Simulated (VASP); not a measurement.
A run of VASP 6.6.1:

INCAR

```
ALGO = Normal ; EDIFF = 1E-6
ENCUT = 520 ; GGA = PE
ISIF = 2 ; ISMEAR = 0
LASPH = T ; LCHARG = F
LREAL = F ; LWAVE = F
NBANDS = 21 ; NELM = 100
PREC = Accurate ; SIGMA = 0.1
```

Contents of KPOINTS:

```
k-points
0
Gamma
  12 12 8
```

Contents of POSCAR:

```
CsNaP2
1.0
    4.0204157690      0.0000000000      0.0000000000
    0.0000000000      4.0204157690      0.0000000000
    0.0000000000      0.0000000000      7.1741095539
Cs Na P
1 1 2
Direct
    0.0000000000      0.0000000000      0.5000000000
    0.0000000000      0.0000000000      0.0000000000
    0.5000000000      0.5000000000      0.1445113760
    0.5000000000      0.5000000000      0.8554886240
```

Potentials or basis: VASP PAW PBE potentials, release 64 (Cs_sv, Na_pv, P).

The run is started by

```bash
$ cat potpaw_PBE.64/Cs_sv/POTCAR potpaw_PBE.64/Na_pv/POTCAR potpaw_PBE.64/P/POTCAR > POTCAR
$ mpirun -np 1 vasp_std > vasp.out
```

Hardware: 1 thread of AMD EPYC 7571, with other jobs on the host.

Estimate the wall time of this run.

Wall time 7.5 min on 1 thread of AMD EPYC 7571, on a shared host, peak memory 0.41 GiB. Counts: scf iterations 14, k points 140.
